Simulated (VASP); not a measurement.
# HRh12 in VASP: relaxation of the atoms with PBE

Aim: the relaxation of the atoms of HRh12 with PBE.

All numbers are computed with VASP 6.6.1; they aren't measurements. Logs are shortened: lines on timing, memory, paths and dates and some standing lists are left out, and cuts for length are marked.

## Step 1: The cell of the first run

The cell holds a slab with vacuum, 13 atoms: a = 5.417 Å, b = 5.417 Å, c = 19.797 Å, α = 90.00°, β = 90.00°, γ = 120.00°.

## Step 2: Relaxation of the atoms, PBE

INCAR

```
  PREC = Accurate
  ENCUT = 450
  EDIFF = 1E-7
  ISMEAR = 0
  SIGMA = 0.1
  LREAL = F
  LASPH = T
  NELM = 120
  ALGO = Normal
  ISIF = 2
  LWAVE = F
  LCHARG = F
  LDIPOL = T
  IDIPOL = 3
  DIPOL = 0.5 0.5 0.321
  GGA = PE
  IBRION = 2
  NSW = 36
  EDIFFG = -0.025
  GGA_COMPAT = F
  NELMIN = 4
  NELMDL = -8
  KPAR = 4
```

KPOINTS

```
regular mesh
0
Gamma
  6 6 1
```

POSCAR

```
HRh12
1.0
    5.4165863251      0.0000000000      0.0000000000
   -2.7082931626      4.6909013593      0.0000000000
    0.0000000000      0.0000000000     19.7966118206
Rh H
12 1
Selective dynamics
Direct
    0.3333333333      0.1666666667      0.2020547777  F F F
    0.3333333333      0.6666666667      0.2020547777  F F F
    0.8333333333      0.1666666667      0.2020547777  F F F
    0.8333333333      0.6666666667      0.2020547777  F F F
    0.1666666667      0.3333333333      0.3106031918  F F F
    0.1666666667      0.8333333333      0.3106031918  F F F
    0.6666666667      0.3333333333      0.3106031918  F F F
    0.6666666667      0.8333333333      0.3106031918  F F F
    0.0000000000      0.0000000000      0.4190925142  F F F
    0.0000000000      0.5000000000      0.4190925142  F F F
    0.5000000000      0.0000000000      0.4190925142  F F F
    0.5000000000      0.5000000000      0.4190925142  F F F
    0.3333333333      0.1666666667      0.4504592897  F F T
```

Potentials or basis: VASP PAW PBE potentials, release 64 (Rh_pv, H).

Started as:

```console
$ cat potpaw_PBE.64/Rh_pv/POTCAR potpaw_PBE.64/H/POTCAR > POTCAR
$ mpirun -np 4 vasp_std > vasp.out
```

OUTCAR:

```text
PREC = Accurate
   ENCUT = 450
   EDIFF = 1E-7
   ISMEAR = 0
   LREAL = F
   LASPH = T
   NELM = 120
   ISIF = 2
   GGA = PE
   IBRION = 2
   NSW = 36
   EDIFFG = -0.025
   NELMIN = 4
   NELMDL = -8

 ion  position               nearest neighbor table
   1  0.333  0.167  0.202-   5 2.66   7 2.66   6 2.66   4 2.71   4 2.71   3 2.71   3 2.71   2 2.71
                             2 2.71
   2  0.333  0.667  0.202-   6 2.66   8 2.66   5 2.66   3 2.71   3 2.71   4 2.71   4 2.71   1 2.71
                             1 2.71
   3  0.833  0.167  0.202-   7 2.66   5 2.66   8 2.66   2 2.71   2 2.71   1 2.71   1 2.71   4 2.71
                             4 2.71
   4  0.833  0.667  0.202-   8 2.66   6 2.66   7 2.66   1 2.71   1 2.71   2 2.71   2 2.71   3 2.71
                             3 2.71
   5  0.167  0.333  0.311-  12 2.66   9 2.66  10 2.66   1 2.66   3 2.66   2 2.66   8 2.71   8 2.71
                             7 2.71   7 2.71   6 2.71   6 2.71
   6  0.167  0.833  0.311-  11 2.66  10 2.66   9 2.66   2 2.66   4 2.66   1 2.66   7 2.71   7 2.71
                             8 2.71   8 2.71   5 2.71   5 2.71
   7  0.667  0.333  0.311-  10 2.66  11 2.66  12 2.66   3 2.66   1 2.66   4 2.66   6 2.71   6 2.71
                             5 2.71   5 2.71   8 2.71   8 2.71
   8  0.667  0.833  0.311-   9 2.66  12 2.66  11 2.66   4 2.66   2 2.66   3 2.66   5 2.71   5 2.71
                             6 2.71   6 2.71   7 2.71   7 2.71
   9  0.000  0.000  0.419-  13 1.68   8 2.66   5 2.66   6 2.66  12 2.71  12 2.71  11 2.71  11 2.71
                            10 2.71  10 2.71
  10  0.000  0.500  0.419-   7 2.66   6 2.66   5 2.66  11 2.71  11 2.71  12 2.71  12 2.71   9 2.71
                             9 2.71
  11  0.500  0.000  0.419-  13 1.68   6 2.66   7 2.66   8 2.66  10 2.71  10 2.71   9 2.71   9 2.71
                            12 2.71  12 2.71
  12  0.500  0.500  0.419-  13 1.68   5 2.66   8 2.66   7 2.66   9 2.71   9 2.71  10 2.71  10 2.71
                            11 2.71  11 2.71
  13  0.333  0.167  0.450-   9 1.68  12 1.68  11 1.68

  LATTYP: Found a hexagonal cell.
 ALAT       =     5.4165863251
 C/A-ratio  =     3.6548133146

  Lattice vectors:

 A1 = (   5.4165863251,   0.0000000000,   0.0000000000)
 A2 = (  -2.7082931626,   4.6909013593,   0.0000000000)
 A3 = (   0.0000000000,   0.0000000000,  19.7966118206)

Analysis of symmetry for initial positions (statically):
=====================================================================
 Subroutine PRICEL returns:
 Original cell was already a primitive cell.

 Routine SETGRP: Setting up the symmetry group for a
 hexagonal supercell.

 Subroutine GETGRP returns: Found  6 space group operations
 (whereof  2 operations were pure point group operations)
 out of a pool of 24 trial point group operations.

The static configuration has the point symmetry C_1h.
 The point group associated with its full space group is C_3v.

Analysis of symmetry for dynamics (positions and initial velocities):
=====================================================================
 Subroutine PRICEL returns:
 Original cell was already a primitive cell.

 Routine SETGRP: Setting up the symmetry group for a
 hexagonal supercell.

 Subroutine GETGRP returns: Found  6 space group operations
 (whereof  2 operations were pure point group operations)
 out of a pool of 24 trial point group operations.

The dynamic configuration has the point symmetry C_1h.
 The point group associated with its full space group is C_3v.

Analysis of constrained symmetry for selective dynamics:
=====================================================================
 Subroutine PRICEL returns:
 Original cell was already a primitive cell.

 Routine SETGRP: Setting up the symmetry group for a
 hexagonal supercell.

 Subroutine GETGRP returns: Found  6 space group operations
 (whereof  2 operations were pure point group operations)
 out of a pool of 24 trial point group operations.

The constrained configuration has the point symmetry C_1h.
 The point group associated with its full space group is C_3v.

 Subroutine INISYM returns: Found  6 space group operations
 (whereof  2 operations are pure point group operations),
 and found     1 'primitive' translations

----------------------------------------------------------------------------------------

                                     Primitive cell

  volume of cell :     503.0056

  direct lattice vectors                    reciprocal lattice vectors
     5.416586325  0.000000000  0.000000000     0.184618123  0.106589323  0.000000000
    -2.708293163  4.690901359  0.000000000     0.000000000  0.213178646  0.000000000
     0.000000000  0.000000000 19.796611821     0.000000000  0.000000000  0.050513694

  length of vectors
     5.416586325  5.416586325 19.796611821     0.213178646  0.213178646  0.050513694

  position of ions in fractional coordinates (direct lattice)
     0.333333333  0.166666667  0.202054778
     0.333333333  0.666666667  0.202054778
     0.833333333  0.166666667  0.202054778
     0.833333333  0.666666667  0.202054778
[... 56 lines left out ...]
  0.333333  0.000000  0.000000      6.000000
  0.500000  0.000000  0.000000      3.000000
  0.166667  0.166667  0.000000      6.000000
  0.333333  0.166667  0.000000     12.000000
  0.333333  0.333333  0.000000      2.000000
   k-points           NKPTS =      7   k-points in BZ     NKDIM =      7   number of bands    NBANDS=    108
   number of dos      NEDOS =    301   number of ions     NIONS =     13
   total plane-waves  NPLWV = 224000
   dimension x,y,z NGX =    40 NGY =   40 NGZ =  140
   dimension x,y,z NGXF=    80 NGYF=   80 NGZF=  280
   ions per type =              12   1
   NGX,Y,Z   is equivalent  to a cutoff of  12.28, 12.28, 11.76 a.u.
   NGXF,Y,Z  is equivalent  to a cutoff of  24.55, 24.55, 23.51 a.u.
 SYSTEM =  unknown system
   PREC   = accura    normal or accurate (medium, high low for compatibility)
   ISTART =      0    job   : 0-new  1-cont  2-samecut
   ICHARG =      2    charge: 1-file 2-atom 10-const
   ISPIN  =      1    spin polarized calculation?
   LNONCOLLINEAR =      F non collinear calculations
   LSORBIT =      F    spin-orbit coupling
   LASPH  =      T    aspherical Exc in radial PAW
   ENCUT  =  450.0 eV  33.07 Ry    5.75 a.u.   9.37  9.37 34.24*2*pi/ulx,y,z
   NELM   =    120;   NELMIN=  4; NELMDL= -8     # of ELM steps
   EDIFF  = 0.1E-06   stopping-criterion for ELM
   LREAL  =      F    real-space projection
   EDIFFG = -.3E-01   stopping-criterion for IOM
   NSW    =     36    number of steps for IOM
   IBRION =      2    ionic relax: 0-MD 1-quasi-New 2-CG
   NFREE  =      1    steps in history (QN), initial steepest desc. (CG)
   ISIF   =      2    stress and relaxation
   ISYM   =      2    0-nonsym 1-usesym 2-fastsym
   POTIM  = 0.5000    time-step for ionic-motion
   TEBEG  =    0.0;   TEEND  =   0.0 temperature during run
   PSTRESS=    0.0 pullay stress
   NELECT =     181.0000    total number of electrons
   NUPDOWN=      -1.0000    fix difference up-down
   EMIN   =  10.00;   EMAX   =-10.00  energy-range for DOS
   EFERMI =   0.00;   METHOD = LEGACY
   ISMEAR =     0;   SIGMA  =   0.10  broadening in eV -4-tet -1-fermi 0-gaus
   EFERMI_NEDOS =   21; number of points for ismear=-14 and -15
   IALGO  =     38    algorithm
   IMIX   =      4    mixing-type and parameters
     AMIX     =   0.40;   BMIX     =  1.00
     AMIX_MAG =   1.60;   BMIX_MAG =  1.00
  volume/ion in A,a.u.               =      38.69       261.11
  Fermi-wavevector in a.u.,A,eV,Ry     =   1.164421  2.200437 18.447821  1.355877
  Thomas-Fermi vector in A             =   2.300959
   LORBIT       =      0    0 simple, 1 ext, 2 COOP (PROOUT), +10 PAW based schemes
   GGA     = PE    functional components
   LHFCALC =     F    Hartree Fock is set to
   AEXX    =    0.0000 exact exchange contribution
   IVDW    =     0    specifies the selected vdW correction
   LEPSILON=     F    determine dielectric tensor
   LRPA    =     F    only Hartree local field effects (RPA)
 conjugate gradient relaxation of ions
 non-spin polarized calculation
 Gauss-broadening in eV      SIGMA  =   0.10
  energy-cutoff  :      450.00
  volume of cell :      503.01
 maximum number of plane-waves:     10940
 NGX is ok and might be reduce to    40
   NGX = 19   NGY = 19   NGZ = 69

--------------------------------------- Ionic step        1  -------------------------------------------

 number of electron     181.0000012 magnetization

 Free energy of the ion-electron system (eV)
  ---------------------------------------------------
  ext. energy  EPLUGINS =         0.00000000
  ---------------------------------------------------
  free energy    TOTEN  =       -84.28649074 eV

  energy without entropy =      -84.19301077  energy(sigma->0) =      -84.23975075

------------------------ aborting loop because EDIFF is reached ----------------------------------------

  FORCE on cell =-STRESS in cart. coord.  units (eV):
  Direction    XX          YY          ZZ          XY          YZ          ZX
  --------------------------------------------------------------------------------------
  -------------------------------------------------------------------------------------
  Total       -2.7057570     -2.7057570      2.4511049      0.0000000      0.0000000      0.0000000
  in kB       -8.6183978     -8.6183978      7.8072780      0.0000000      0.0000000      0.0000000
  external PRESSURE =      -3.1431726 kB  Pullay stress =       0.0000000 kB
[... 122 lines left out ...]
  FREE ENERGIE OF THE ION-ELECTRON SYSTEM (eV)
  ---------------------------------------------------
  free  energy   TOTEN  =       -84.5944426053 eV

  energy  without entropy=      -84.5041949933  energy(sigma->0) =      -84.54931880

 dipolmoment           0.000000      0.000000     -0.015308 electrons x Angstroem

--------------------------------------- Ionic step        4  -------------------------------------------

 number of electron     181.0000011 magnetization

------------------------ aborting loop because EDIFF is reached ----------------------------------------

 vacuum level on the upper side and lower side of the slab       (xc-potential included)        -0.057        -0.136

  FORCE on cell =-STRESS in cart. coord.  units (eV):
  Direction    XX          YY          ZZ          XY          YZ          ZX
  --------------------------------------------------------------------------------------
  -------------------------------------------------------------------------------------
  Total       -5.6491616     -5.6491616      0.9063662      0.0000000     -0.0000000      0.0000000
  in kB      -17.9937524    -17.9937524      2.8869647      0.0000000     -0.0000000      0.0000000
  external PRESSURE =     -11.0335134 kB  Pullay stress =       0.0000000 kB
[... 34 lines left out ...]
--------------------------------------- Ionic step        5  -------------------------------------------

 number of electron     181.0000011 magnetization

 dipolmoment           0.000000      0.000000      0.009829 electrons x Angstroem

 Free energy of the ion-electron system (eV)
  ---------------------------------------------------
  ext. energy  EPLUGINS =         0.00000000
  ---------------------------------------------------
  free energy    TOTEN  =       -84.60758445 eV

  energy without entropy =      -84.51780329  energy(sigma->0) =      -84.56269387

 E-fermi :   0.5432     XC(G=0):  -5.5940

 val. band max:        0.5055780428   @ k =   0.3333   0.3333   0.0000
 cond. band min:       0.5783756166   @ k =   0.3333   0.0000   0.0000
 fundamental gap:      0.0727975738
 Fermi energy:         0.5431701595

 k-point     1 :       0.0000    0.0000    0.0000
  band No.  band energies     occupation
      1     -46.5571      2.00000
      2     -46.5571      2.00000
      3     -46.5515      2.00000
      4     -46.4697      2.00000
      5     -46.3864      2.00000
      6     -46.3864      2.00000
[... 724 lines left out ...]
    101       1.1816      0.00000
    102       1.2279      0.00000
 [bands above 102 left out]

------------------------ aborting loop because EDIFF is reached ----------------------------------------

 vacuum level on the upper side and lower side of the slab       (xc-potential included)         0.016        -0.051

  FORCE on cell =-STRESS in cart. coord.  units (eV):
  Direction    XX          YY          ZZ          XY          YZ          ZX
  --------------------------------------------------------------------------------------
  -------------------------------------------------------------------------------------
  Total       -5.6076138     -5.6076138      0.9537991      0.0000000      0.0000000      0.0000000
  in kB      -17.8614140    -17.8614140      3.0380482      0.0000000      0.0000000      0.0000000
  external PRESSURE =     -10.8949266 kB  Pullay stress =       0.0000000 kB
[... 28 lines left out ...]
  FREE ENERGIE OF THE ION-ELECTRON SYSTEM (eV)
  ---------------------------------------------------
  free  energy   TOTEN  =       -84.6075844474 eV

  energy  without entropy=      -84.5178032933  energy(sigma->0) =      -84.56269387

 reached required accuracy - stopping structural energy minimisation

 vacuum level on the upper side and lower side of the slab         5.657         5.592
```

It took 19 min on 4 MPI ranks of Intel Xeon Platinum 8259CL at 2.50GHz (Skylake/Cascade Lake), shared host; peak memory 0.68 GiB.

Results:

```
Free energy               : -84.6076 eV
Energy gained by relaxing : 24.7 meV/atom
Ionic steps               : 5
Band gap on the k mesh    : zero (an odd number of electrons rules out a gap without spin polarisation)
```

Step by step:
| step | energy change (eV) | largest force on free atoms (eV/Å) | pressure (GPa) |
| --- | --- | --- | --- |
| 1 | 0.0000 | 1.5789 | -0.31 |
| 2 | -0.1113 | 1.3331 | -0.48 |
| 3 | -0.3080 | 0.3492 | -0.95 |
| 4 | -0.3210 | 0.0253 | -1.10 |
| 5 | -0.3211 | 0.0098 | -1.09 |

Final structure:
```
Rh H
1.0
     5.41659    0.00000    0.00000
    -2.70829    4.69090    0.00000
     0.00000    0.00000   19.79661
Rh H
12 1
Direct
  0.33333 0.16667 0.20205
  0.33333 0.66667 0.20205
  0.83333 0.16667 0.20205
  0.83333 0.66667 0.20205
  0.16667 0.33333 0.31060
  0.16667 0.83333 0.31060
  0.66667 0.33333 0.31060
  0.66667 0.83333 0.31060
  0.00000 0.00000 0.41909
  0.00000 0.50000 0.41909
  0.50000 0.00000 0.41909
  0.50000 0.50000 0.41909
  0.33333 0.16667 0.46956
```

The gap in the log of VASP goes by the Fermi energy; the results here count the filled bands.